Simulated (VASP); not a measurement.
TaNi3: single point with LDA

Crystal: TaNi3.

```
Ta Ni
1.0
     0.00000    2.55115    3.70454
     2.54639    0.00000    3.70454
     2.54639    2.55115    0.00000
Ta Ni
1 3
Direct
  0.00000 0.00000 0.00000
  0.50000 0.50000 0.50000
  0.25000 0.25000 0.25000
  0.75000 0.75000 0.75000
```

| Quantity | Value |
| --- | --- |
| Program | VASP 6.6.1 |
| Task | single point |
| Functional | LDA |
| Potentials or basis | VASP PAW LDA potentials, release 64 (Ta_pv, Ni) |
| Cutoff | 520 eV |
| k mesh | 7 × 7 × 7 |
| Occupations | fermi-dirac, width 0.1 eV |
| Spin | collinear spin, ferromagnetic start |
| Starting moments | [0.0, 2.0, 2.0, 2.0] μB |
| Dipole correction | no |
| Further INCAR settings | ALGO = Normal; EDIFF = 1e-06; NBANDS = 32 |

| Quantity | Value |
| --- | --- |
| Pressure | -9.1 GPa |
| Net moment | 0.00 μB per cell |
| Valence electrons inside the program's atomic spheres | Ta 8.91; Ni 9.49, 9.46 |

Stress tensor (GPa, compression positive):
```
-9.08  0.00  0.00
 0.00 -9.53  0.00
 0.00  0.00 -8.78
```

Levels at points of the mesh, in eV from the Fermi level:
Spin up:
| k point | band 18 | band 19 | band 20 | band 21 | band 22 | band 23 |
| --- | --- | --- | --- | --- | --- | --- |
| (0.00, 0.00, 0.00) | -0.94 | -0.37 | 1.08 | 1.11 | 1.30 | 1.31 |
Spin down:
```csv
k point,band 16,band 17,band 18,band 19,band 20,band 21,band 22,band 23,band 24,band 25
"(0.00, 0.00, 0.00)",-1.54,-1.29,-0.94,-0.37,1.08,1.11,1.30,1.31,2.18,3.76
```

Wall time 6.2 min on 1 thread of AMD EPYC 7R43 64-Core Processor (Zen 3) (shared host), peak memory 0.23 GiB.

Caveat: the starting moments collapsed, and a magnetic state may lie lower; spin-orbit coupling is left out, which moves the levels of the heavy elements.
